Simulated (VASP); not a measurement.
Here is a VASP 6.6.1 calculation.

Contents of INCAR:

```
SYSTEM = Al2Cu
PREC = Accurate
ENCUT = 600
EDIFF = 1E-6
ISMEAR = -1
SIGMA = 0.05
LREAL = .FALSE.
LASPH = .TRUE.
NELM = 100
ALGO = Normal
ISIF = 3
LWAVE = .FALSE.
LCHARG = .FALSE.
GGA = PS
IBRION = 2
NSW = 80
EDIFFG = -0.005
PSTRESS = 200.0
```

Contents of KPOINTS:

```
Automatic mesh
0
G
  9 9 9
  0 0 0
```

The input POSCAR:

```
Al2Cu
1.0
   -2.0303375000      2.0303375000      2.8510940000
    2.0303375000     -2.0303375000      2.8510940000
    2.0303375000      2.0303375000     -2.8510940000
Cu Al
1 2
Direct
    0.5000000000      0.5000000000      0.0000000000
    0.2500000000      0.7500000000      0.5000000000
    0.7500000000      0.2500000000      0.5000000000
```

Potentials or basis: VASP PAW PBE potentials, release 64 (Cu, Al).

The run is started by

```console
$ cat potpaw_PBE.64/Cu/POTCAR potpaw_PBE.64/Al/POTCAR > POTCAR
$ mpirun -np 1 vasp_std > vasp.out
```

(1) Predict the relaxed cell.

(2) Estimate the space group after relaxing (to 0.1 Å).

(3) Estimate the relaxed volume.

(4) Estimate the band gap on the k mesh.

Results:

(1) a = 3.862 Å, b = 3.862 Å, c = 3.862 Å, α = 119.78°, β = 119.78°, γ = 90.37°.

(2) Fm-3m (No. 225).

(3) 13.62 Å³/atom.

(4) zero (an odd number of electrons rules out a gap without spin polarisation).

Caveat: the cell is relaxed towards a set pressure, so the run minimises the enthalpy, not the energy; the PAW data sets were made with another functional, which shifts forces and pressure a little.
